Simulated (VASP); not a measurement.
# Al2O3 (P-6m2) in VASP: further runs

The runs below take Al2O3 through single point, with PBE+D3(BJ).

All numbers are computed with VASP 6.6.1; they aren't measurements. Logs are shortened: lines on timing, memory, paths and dates and some standing lists are left out, and cuts for length are marked.

### 1 The cell of the first run

The structure is hexagonal, space group P-6m2 (No. 187). Conventional cell: a = 2.810 Å, b = 2.810 Å, c = 7.734 Å, α = 90.00°, β = 90.00°, γ = 120.00°. Al (site symmetry 3m) has 6 O at 1.78 to 2.19 Å within 2.4 Å. Within 2.4 Å of O (site symmetry 3m) lie 3 Al at 1.78 Å. O (site symmetry -6m2) has 6 Al at 2.19 Å and 12 O at 2.73 to 2.81 Å within 2.9 Å.

### 2 Single point, PBE+D3(BJ)

Input file INCAR:

```
SYSTEM = Al2O3
PREC = Accurate
ENCUT = 520
EDIFF = 1E-6
ISMEAR = 0
SIGMA = 0.05
LREAL = .FALSE.
LASPH = .TRUE.
NELM = 80
ALGO = Normal
ISIF = 2
LWAVE = .FALSE.
LCHARG = .FALSE.
GGA = PE
IVDW = 12
NBANDS = 20
```

Input file KPOINTS:

```
regular mesh
0
G
  9 9 4
  0 0 0
```

Input file POSCAR:

```
Al2O3
1.0
    2.8099000000      0.0000000000      0.0000000000
   -1.4049500000      2.4334447821      0.0000000000
    0.0000000000      0.0000000000      7.7340000000
Al O
2 3
Direct
    0.0000000000      0.0000000000      0.1907358529
    0.0000000000      0.0000000000      0.8092641471
    0.3333333333      0.6666666667      0.2840924954
    0.6666666667      0.3333333333      0.0000000000
    0.3333333333      0.6666666667      0.7159075046
```

Potentials or basis: VASP PAW PBE potentials, release 64 (Al, O).

Started as:

```bash
$ cat potpaw_PBE.64/Al/POTCAR potpaw_PBE.64/O/POTCAR > POTCAR
$ mpirun -np 1 vasp_std > vasp.out
```

OUTCAR:

```text
SYSTEM = Al2O3
   PREC = Accurate
   ENCUT = 520
   EDIFF = 1E-6
   ISMEAR = 0
   LREAL = .FALSE.
   LASPH = .TRUE.
   NELM = 80
   ISIF = 2
   GGA = PE
   IVDW = 12
 IVDW          = 12

 ion  position               nearest neighbor table
   1  0.000  0.000  0.191-   3 1.78   3 1.78   3 1.78   4 2.19   4 2.19   4 2.19   2 2.95
   2  0.000  0.000  0.809-   5 1.78   5 1.78   5 1.78   4 2.19   4 2.19   4 2.19   1 2.95
   3  0.333  0.667  0.284-   1 1.78   1 1.78   1 1.78
   4  0.667  0.333  0.000-   1 2.19   2 2.19   1 2.19   2 2.19   1 2.19   2 2.19
   5  0.333  0.667  0.716-   2 1.78   2 1.78   2 1.78

  LATTYP: Found a hexagonal cell.
 ALAT       =     2.8099000000
 C/A-ratio  =     2.7524111178

  Lattice vectors:

 A1 = (   2.8099000000,   0.0000000000,   0.0000000000)
 A2 = (  -1.4049500000,   2.4334447821,   0.0000000000)
 A3 = (   0.0000000000,   0.0000000000,   7.7340000000)

Analysis of symmetry for initial positions (statically):
=====================================================================
 Subroutine PRICEL returns:
 Original cell was already a primitive cell.

 Routine SETGRP: Setting up the symmetry group for a
 hexagonal supercell.

 Subroutine GETGRP returns: Found 12 space group operations
 (whereof 12 operations were pure point group operations)
 out of a pool of 24 trial point group operations.

The static configuration has the point symmetry D_3h.

Analysis of symmetry for dynamics (positions and initial velocities):
=====================================================================
 Subroutine PRICEL returns:
 Original cell was already a primitive cell.

 Routine SETGRP: Setting up the symmetry group for a
 hexagonal supercell.

 Subroutine GETGRP returns: Found 12 space group operations
 (whereof 12 operations were pure point group operations)
 out of a pool of 24 trial point group operations.

The dynamic configuration has the point symmetry D_3h.

 Subroutine INISYM returns: Found 12 space group operations
 (whereof 12 operations are pure point group operations),
 and found     1 'primitive' translations

----------------------------------------------------------------------------------------

                                     Primitive cell

  volume of cell :      52.8831

  direct lattice vectors                    reciprocal lattice vectors
     2.809900000  0.000000000  0.000000000     0.355884551  0.205470041  0.000000000
    -1.404950000  2.433444782  0.000000000     0.000000000  0.410940083  0.000000000
     0.000000000  0.000000000  7.734000000     0.000000000  0.000000000  0.129299198

  length of vectors
     2.809900000  2.809900000  7.734000000     0.410940083  0.410940083  0.129299198

  position of ions in fractional coordinates (direct lattice)
     0.000000000  0.000000000  0.190735853
     0.000000000  0.000000000  0.809264147
     0.333333333  0.666666667  0.284092495
     0.666666667  0.333333333  0.000000000
     0.333333333  0.666666667  0.715907505

  ion indices of the primitive-cell ions
   primitive index   ion index
                 1           1
                 2           2
                 3           3
                 4           4
                 5           5

----------------------------------------------------------------------------------------

 KPOINTS: regular mesh

Automatic generation of k-mesh.
 Grid dimensions read from file:
 generate k-points for:    9    9    4

 Generating k-lattice:

  Cartesian coordinates                     Fractional coordinates (reciprocal lattice)
     0.039542728  0.022830005  0.000000000     0.111111111 -0.000000000  0.000000000
     0.000000000  0.045660009  0.000000000     0.000000000  0.111111111  0.000000000
     0.000000000  0.000000000  0.032324800     0.000000000  0.000000000  0.250000000

  Length of vectors
     0.045660009  0.045660009  0.032324800

  Shift w.r.t. Gamma in fractional coordinates (k-lattice)
     0.000000000  0.000000000  0.000000000

 Subroutine IBZKPT returns following result:
 ===========================================

 Found     36 irreducible k-points:

 Following reciprocal coordinates:
            Coordinates               Weight
  0.000000  0.000000  0.000000      1.000000
  0.111111 -0.000000  0.000000      6.000000
  0.222222 -0.000000  0.000000      6.000000
  0.333333  0.000000  0.000000      6.000000
  0.444444 -0.000000  0.000000      6.000000
  0.111111  0.111111  0.000000      6.000000
[... 16 lines left out ...]
  0.333333  0.222222  0.250000     24.000000
  0.333333  0.333333  0.250000      4.000000
 [... further k-points ...]
   k-points           NKPTS =     36   k-points in BZ     NKDIM =     36   number of bands    NBANDS=     20
   number of dos      NEDOS =    301   number of ions     NIONS =      5
   total plane-waves  NPLWV =  34560
   dimension x,y,z NGX =    24 NGY =   24 NGZ =   60
   dimension x,y,z NGXF=    48 NGYF=   48 NGZF=  120
   ions per type =               2   3
   NGX,Y,Z   is equivalent  to a cutoff of  14.20, 14.20, 12.90 a.u.
   NGXF,Y,Z  is equivalent  to a cutoff of  28.40, 28.40, 25.79 a.u.
 SYSTEM =  Al2O3
   PREC   = accura    normal or accurate (medium, high low for compatibility)
   ISTART =      0    job   : 0-new  1-cont  2-samecut
   ICHARG =      2    charge: 1-file 2-atom 10-const
   ISPIN  =      1    spin polarized calculation?
   LNONCOLLINEAR =      F non collinear calculations
   LSORBIT =      F    spin-orbit coupling
   LASPH  =      T    aspherical Exc in radial PAW
   ENCUT  =  520.0 eV  38.22 Ry    6.18 a.u.   5.22  5.22 14.38*2*pi/ulx,y,z
   NELM   =     80;   NELMIN=  2; NELMDL= -5     # of ELM steps
   EDIFF  = 0.1E-05   stopping-criterion for ELM
   LREAL  =      F    real-space projection
   EDIFFG = 0.1E-04   stopping-criterion for IOM
   NSW    =      0    number of steps for IOM
   IBRION =     -1    ionic relax: 0-MD 1-quasi-New 2-CG
   NFREE  =      0    steps in history (QN), initial steepest desc. (CG)
   ISIF   =      2    stress and relaxation
   ISYM   =      2    0-nonsym 1-usesym 2-fastsym
   POTIM  = 0.5000    time-step for ionic-motion
   TEBEG  =    0.0;   TEEND  =   0.0 temperature during run
   PSTRESS=    0.0 pullay stress
   NELECT =      24.0000    total number of electrons
   NUPDOWN=      -1.0000    fix difference up-down
   EMIN   =  10.00;   EMAX   =-10.00  energy-range for DOS
   EFERMI =   0.00;   METHOD = LEGACY
   ISMEAR =     0;   SIGMA  =   0.05  broadening in eV -4-tet -1-fermi 0-gaus
   EFERMI_NEDOS =   21; number of points for ismear=-14 and -15
   IALGO  =     38    algorithm
   IMIX   =      4    mixing-type and parameters
     AMIX     =   0.40;   BMIX     =  1.00
     AMIX_MAG =   1.60;   BMIX_MAG =  1.00
  volume/ion in A,a.u.               =      10.58        71.37
  Fermi-wavevector in a.u.,A,eV,Ry     =   1.258075  2.377416 21.534645  1.582752
  Thomas-Fermi vector in A             =   2.391702
   LORBIT       =      0    0 simple, 1 ext, 2 COOP (PROOUT), +10 PAW based schemes
   GGA     = PE    functional components
   LHFCALC =     F    Hartree Fock is set to
   AEXX    =    0.0000 exact exchange contribution
   IVDW    =    12    specifies the selected vdW correction
   LEPSILON=     F    determine dielectric tensor
   LRPA    =     F    only Hartree local field effects (RPA)
 non-spin polarized calculation
 Gauss-broadening in eV      SIGMA  =   0.05
  energy-cutoff  :      520.00
  volume of cell :       52.88
 maximum number of plane-waves:      1443
 NGX is ok and might be reduce to    24
   NGX = 11   NGY = 11   NGZ = 29

 number of electron      24.0000019 magnetization

 Free energy of the ion-electron system (eV)
  ---------------------------------------------------
  ext. energy  EPLUGINS =         0.00000000
  ---------------------------------------------------
  free energy    TOTEN  =       -36.15234422 eV

  energy without entropy =      -36.15234422  energy(sigma->0) =      -36.15234422

 E-fermi :   3.4533     XC(G=0): -10.1878

 val. band max:        3.2413153621   @ k =   0.0000   0.0000   0.5000
 cond. band min:       8.2820621112   @ k =   0.0000   0.0000   0.0000
 fundamental gap:      5.0407467491
 Fermi energy:         3.4532616825

 k-point     1 :       0.0000    0.0000    0.0000
  band No.  band energies     occupation
      1     -15.4154      2.00000
      2     -14.7053      2.00000
      3     -13.4227      2.00000
      4      -1.9729      2.00000
      5       0.5675      2.00000
      6       2.0077      2.00000
[... 12 lines left out ...]
     19      19.0715      0.00000
     20      19.2405      0.00000

 k-point     2 :       0.1111   -0.0000    0.0000
  band No.  band energies     occupation
      1     -15.2581      2.00000
      2     -14.5815      2.00000
      3     -13.3448      2.00000
      4      -1.8572      2.00000
      5       0.5254      2.00000
      6       1.4465      2.00000
[... 12 lines left out ...]
     19      17.9945      0.00000
     20      19.1940      0.00000

 k-point     3 :       0.2222   -0.0000    0.0000
  band No.  band energies     occupation
      1     -14.8218      2.00000
      2     -14.2492      2.00000
      3     -13.1509      2.00000
      4      -1.6711      2.00000
      5      -0.1861      2.00000
      6       0.3971      2.00000
[... 12 lines left out ...]
     19      17.3180      0.00000
     20      18.6027      0.00000

 k-point     4 :       0.3333    0.0000    0.0000
  band No.  band energies     occupation
      1     -14.2259      2.00000
      2     -13.8328      2.00000
      3     -12.9580      2.00000
      4      -1.9812      2.00000
      5      -1.5194      2.00000
      6      -0.5695      2.00000
[... 429 lines left out ...]
 k-point    23 :       0.3333    0.2222    0.2500
  band No.  band energies     occupation
      1     -13.5151      2.00000
      2     -13.4207      2.00000
      3     -12.8411      2.00000
      4      -2.0807      2.00000
      5      -1.9407      2.00000
      6      -0.9155      2.00000
[... 12 lines left out ...]
     19      16.5060      0.00000
     20      17.5591      0.00000

 k-point    24 :       0.3333    0.3333    0.2500
  band No.  band energies     occupation
      1     -13.3656      2.00000
      2     -13.3366      2.00000
      3     -12.8355      2.00000
      4      -1.7984      2.00000
      5      -1.7790      2.00000
      6      -0.8082      2.00000
[... 12 lines left out ...]
     19      16.4646      0.00000
     20      17.3028      0.00000

 [... further k-points ...]

------------------------ aborting loop because EDIFF is reached ----------------------------------------

 Edisp (eV)   -0.95637

 E8    (eV) :    -0.3614

  FORCE on cell =-STRESS in cart. coord.  units (eV):
  Direction    XX          YY          ZZ          XY          YZ          ZX
  --------------------------------------------------------------------------------------
  -------------------------------------------------------------------------------------
  Total       3.27776     3.27776    -4.80693     0.00000     0.00000     0.00000
  in kB      99.30493    99.30493  -145.63377     0.00000     0.00000     0.00000
  external pressure =       17.66 kB  Pullay stress =        0.00 kB

 VOLUME and BASIS-vectors are now :
 -----------------------------------------------------------------------------
  energy-cutoff  :      520.00
  volume of cell :       52.88
      direct lattice vectors                 reciprocal lattice vectors
     2.809900000  0.000000000  0.000000000     0.355884551  0.205470041  0.000000000
    -1.404950000  2.433444782  0.000000000     0.000000000  0.410940083  0.000000000
     0.000000000  0.000000000  7.734000000     0.000000000  0.000000000  0.129299198

 POSITION                                       TOTAL-FORCE (eV/Angst)
 -----------------------------------------------------------------------------------
      0.00000      0.00000      1.47515         0.000000      0.000000     -0.979458
      0.00000      0.00000      6.25885        -0.000000      0.000000      0.979458
     -0.00000      1.62230      2.19717         0.000000     -0.000000     -0.332923
      1.40495      0.81115      0.00000        -0.000000      0.000000      0.000000
     -0.00000      1.62230      5.53683         0.000000      0.000000      0.332923
 -----------------------------------------------------------------------------------
    total drift:                                0.000000     -0.000000      0.000000

  FREE ENERGIE OF THE ION-ELECTRON SYSTEM (eV)
  ---------------------------------------------------
  free  energy   TOTEN  =       -37.1087156849 eV

  energy  without entropy=      -37.1087156849  energy(sigma->0) =      -37.10871568
```

Wall time 28 s (1 thread of AMD EPYC 9R45 (Zen 5), shared host); peak memory 0.17 GiB.

Results:

```yaml
Free_energy: -37.1087 eV
Pressure: 1.8 GPa
Largest_force: 0.979 eV/Å
Band_gap_on_the_k_mesh: 5.04 eV, indirect (the least direct gap lies 1.5 meV higher)
Dispersion_energy_per_atom: -0.191 eV
```

Forces in eV/Å, atoms in the order of the input:
```
Al   0.000  0.000 -0.979
Al   0.000  0.000  0.979
O    0.000  0.000 -0.333
O    0.000  0.000  0.000
O    0.000  0.000  0.333
```

A k mesh can miss the band edges. Expect the measured gap to be larger: semilocal functionals such as PBE lack the derivative discontinuity.

[end of part 1 of 3]
